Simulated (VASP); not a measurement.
Input of a VASP 6.6.1 run:

INCAR

```
  PREC = Accurate
  ENCUT = 520
  EDIFF = 1E-7
  ISMEAR = 0
  SIGMA = 0.1
  LREAL = F
  LASPH = T
  NELM = 60
  ALGO = Normal
  ISIF = 2
  LWAVE = F
  LCHARG = F
  GGA = PE
  NBANDS = 39
```

KPOINTS

```
regular mesh
0
Gamma
  3 3 4
```

The input POSCAR:

```
ScIn3SbP
1.0
    6.1468197900      0.0000000000      0.0000000000
   -3.0734099000      5.3233020900      0.0000000000
    0.0000000000      0.0000000000      4.6107928500
Sc In Sb P
1 3 1 1
Direct
    0.0000000000      0.0000000000      0.0000000000
    0.5005080000      0.0010160000      0.5000000000
    0.9989840000      0.4994920000      0.5000000000
    0.5005080000      0.4994920000      0.5000000000
    0.6666666700      0.3333333300      0.0000000000
    0.3333333300      0.6666666700      0.0000000000
```

Potentials or basis: VASP PAW PBE potentials, release 64 (Sc_sv, In_d, Sb, P).

Launch:

```bash
$ cat potpaw_PBE.64/Sc_sv/POTCAR potpaw_PBE.64/In_d/POTCAR potpaw_PBE.64/Sb/POTCAR potpaw_PBE.64/P/POTCAR > POTCAR
$ mpirun -np 1 vasp_std > vasp.out
```

Task: Estimate the largest force.

Result: 1.269 eV/Å.

Task: Predict the pressure.

Result: 3.5 GPa.

Task: Predict the band gap on the k mesh.

Result: Zero (bands 30 and 31 overlap by 1.61 eV).

Forces on the atoms (eV/Å):
```
Sc   0.000  0.000  0.000
In   0.000 -1.269  0.000
In   1.099  0.635  0.000
In  -1.099  0.635  0.000
Sb   0.000  0.000  0.000
P    0.000  0.000  0.000
```

Caveat: the k points lie up to 0.39 Å⁻¹ apart, too coarse for converged energies and pressures of a metal; spin-orbit coupling is left out, which moves the levels of the heavy elements; forces of over 1 eV/Å act on the atoms, so gaps and moduli don't describe the material at rest.
